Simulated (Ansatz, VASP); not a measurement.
# One calculation of Mg2CdSe3, two programs

```
Mg Cd Se
1.0
     4.29213   -0.00081    0.00085
    -2.14683    3.71521   -0.00155
     0.00438   -0.00635   20.96219
Mg Cd Se
4 2 6
Direct
  0.66671 0.33359 0.16756
  0.66676 0.33252 0.66761
  0.33395 0.66762 0.33106
  0.33219 0.66755 0.83107
  0.99899 0.00023 0.00110
  0.00146 0.99822 0.50112
  0.99990 0.00037 0.12878
  0.00018 0.99923 0.62880
  0.66717 0.33436 0.29155
  0.66561 0.33417 0.79160
  0.33466 0.66518 0.45483
  0.33240 0.66697 0.95492
```

Change from the starting cell: cell x2, atoms moved at random (sigma 0.15 Å) and cell strained at random (1.5 %), then relaxed without symmetry.

Alike in both runs: functional PBE; k mesh 6 × 6 × 1; occupations gaussian, width 0.1 eV; no spin polarisation.

Ansatz relaxed the structure, and its values are those at the end. VASP's run is a single point on that final structure, the one shown.

|  | VASP | Ansatz |
| --- | --- | --- |
| version | VASP 6.6.1 | Ansatz 0.2.0 |
| potentials or method | VASP PAW PBE potentials, release 64 (Mg, Cd, Se), cutoff 520 eV | scalar-relativistic, plane waves, PAW |
| valence electrons in the cell | 68 | 176 |

```csv
,VASP,Ansatz,Ansatz less VASP
gap on the k mesh at the Fermi level (eV),1.48,1.49,+0.004
least direct gap on the mesh (eV),1.48,1.49,+0.004
pressure (GPa),0.1,0.0,-0.06
rms of the force components (eV/Å),0.013,0.004,-0.0093
```

With one functional, cell and mesh, what is left measures potentials, basis and numerics. VASP's potentials hold 68 valence electrons a cell and Ansatz's 176, so a difference there can come from the potentials and not from the codes.
